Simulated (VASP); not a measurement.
Runs of VASP 6.6.1 on BP. The structure is that of space group F-43m (No. 216), or close to it. The cells are those of the table. 

```tsv
task	level	potentials or basis	cell	cutoff (eV)	gap on the mesh (eV)	pressure (GPa)	relaxed volume (Å³/atom)
relaxation of cell and atoms	PBE	VASP PAW PBE potentials, release 64 (B, P)	relaxed from a = 3.209 Å, angles 60.0°, 2 atoms	600	1.25	0.0	11.75
single point	r2SCAN	VASP PAW PBE potentials, release 64 (B, P)	a = 3.208 Å, angles 60.0°, 2 atoms	520	1.45	-0.5	-
single point	r2SCAN	VASP PAW PBE potentials, release 64 (B, P)	a = 3.186 Å, angles 60.0°, 2 atoms	520	(c)	3.0	-
single point	r2SCAN	VASP PAW PBE potentials, release 64 (B, P)	a = 3.250 Å, angles 60.0°, 2 atoms	520	(d)	-6.6	-
single point	r2SCAN	VASP PAW PBE potentials, release 64 (B, P)	a = 3.164 Å, angles 60.0°, 2 atoms	520	1.39	6.9	-
relaxation of cell and atoms	PBEsol	VASP PAW PBE potentials, release 64 (B, P)	relaxed from a = 3.209 Å, angles 60.0°, 2 atoms	600	1.12	0.0	11.55
single point	PBE	VASP PAW PBE potentials, release 64 (B, P)	a = 3.216 Å, angles 60.0°, 2 atoms	520	1.25	(b)	-
single point	r2SCAN	VASP PAW PBE potentials, release 64 (B, P)	a = 3.142 Å, angles 60.0°, 2 atoms	520	1.36	11.2	-
single point	r2SCAN	VASP PAW PBE potentials, release 64 (B, P)	a = 3.271 Å, angles 60.0°, 2 atoms	520	1.52	-9.3	-
relaxation of cell and atoms	LDA	VASP PAW LDA potentials, release 64 (B, P)	relaxed from a = 3.209 Å, angles 60.0°, 2 atoms	600	1.15	0.0	11.31
single point	PBEsol	VASP PAW PBE potentials, release 64 (B, P)	a = 3.196 Å, angles 60.0°, 2 atoms	520	1.12	(a)	-
```

Alike in all rows: no spin polarisation; k mesh 10 × 10 × 10; smearing fermi-dirac 0.02 eV.

**Question.** Estimate the missing entries.

**Answer.** (a) 0.1; (b) -0.2; (c) 1.42; (d) 1.50.

Caveats: the PAW data sets were made with another functional, which shifts forces and pressure a little (some runs).

A k mesh can miss the band edges.
